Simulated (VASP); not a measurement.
## Ni: single point with RPBE

The system is Ni.

```
Ni
1.0
     2.60311    0.00000    0.00000
    -1.30156    2.25436    0.00000
     0.00000    0.00000    4.27900
Ni
2
Direct
  0.33333 0.66667 0.25000
  0.66667 0.33333 0.75000
```

This cell differs from its parent crystal: volume scaled by 1.12.

```
Program             : VASP 6.6.1
Task                : single point
Functional          : RPBE
Potentials or basis : VASP PAW PBE potentials, release 64 (Ni)
Cutoff              : 520 eV
k mesh              : 16 × 16 × 9
Occupations         : fermi-dirac, width 0.1 eV
Spin                : no spin polarisation
```

```json
{"Pressure": "-14.9 GPa", "Band gap on the k mesh": "zero (band 10 reaches 7.55 eV, above the bottom of band 11 at 7.15 eV)"}
```

Stress tensor (GPa, compression positive):
```
-14.81   0.00   0.00
  0.00 -14.81   0.00
  0.00   0.00 -14.97
```

Levels at points of the mesh, in eV from the Fermi level:
| k point | band 7 | band 8 | band 9 | band 10 | band 11 | band 12 | band 13 | band 14 |
| --- | --- | --- | --- | --- | --- | --- | --- | --- |
| (0.00, 0.00, 0.00) | -1.26 | -0.92 | -0.92 | -0.15 | -0.15 | 0.02 | 5.04 | 21.44 |
| (0.50, 0.00, 0.00) | -1.23 | -0.05 | -0.01 | 0.05 | 1.39 | 2.93 | 8.67 | 9.02 |

Wall time 22 s on 1 thread of AMD EPYC 9R45 96-Core Processor (Zen 5), on a shared host, peak memory 0.14 GiB.

Caveat: the PAW data sets were made with another functional, which shifts forces and pressure a little; the run has no spin polarisation, though such a crystal can be magnetic. Spin polarisation is off, so any magnetic state and its effect on volume and gap are missing.
